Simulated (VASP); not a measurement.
Set up this calculation in VASP 6.6.1, as the native input.

* Task: relaxation of cell and atoms
* Functional: PBE
* Potentials or basis: VASP PAW PBE potentials, release 64 (Ag)
* Cutoff: 600 eV
* k mesh: 21 × 21 × 12
* Occupations: gaussian, width 0.1 eV
* Spin: no spin polarisation
* Dipole correction: no
* Further INCAR settings: ALGO = Fast; EDIFF = 1e-06; IBRION = 2; EDIFFG = -0.01; NSW = 100; ISIF = 3

The structure of Ag lies in POSCAR:

```
Ag
1.0
    2.9719623004      0.0000000000      0.0000000000
   -1.4859811502      2.5737948512      0.0000000000
    0.0000000000      0.0000000000      4.7107619582
Ag
2
Direct
    0.3333333333      0.6666666667      0.7500000000
    0.6666666667      0.3333333333      0.2500000000
```

One way to write it, as run:

INCAR

```
SYSTEM = Ag
PREC = Accurate
ENCUT = 600
EDIFF = 1E-6
ISMEAR = 0
SIGMA = 0.1
LREAL = .False.
LASPH = .True.
NELM = 80
ALGO = Fast
ISIF = 3
LWAVE = .False.
LCHARG = .False.
GGA = PE
IBRION = 2
NSW = 100
EDIFFG = -0.01
```

KPOINTS

```
regular mesh
0
Gamma
  21 21 12
  0 0 0
```

Potentials or basis: VASP PAW PBE potentials, release 64 (Ag).

The run is started by

```console
$ cat potpaw_PBE.64/Ag/POTCAR > POTCAR
$ mpirun -np 1 vasp_std > vasp.out
```

It gave:

```json
{
 "Relaxed volume": "17.85 Å³/atom",
 "Relaxed cell": "a = 2.926 Å, b = 2.926 Å, c = 4.816 Å, α = 90.00°, β = 90.00°, γ = 120.00°",
 "Space group after relaxing (to 0.05 Å)": "P6_3/mmc (No. 194)",
 "Energy gained by relaxing": "4.2 meV/atom",
 "Ionic steps": "6",
 "Pressure after relaxing": "0.1 GPa",
 "Band gap on the k mesh": "zero (band 11 reaches 11.82 eV, above the bottom of band 12 at 4.43 eV)"
}
```

Wall time 6.3 min on 1 thread of Intel Xeon 6975P-C, with other jobs on the host, peak memory 0.33 GiB.
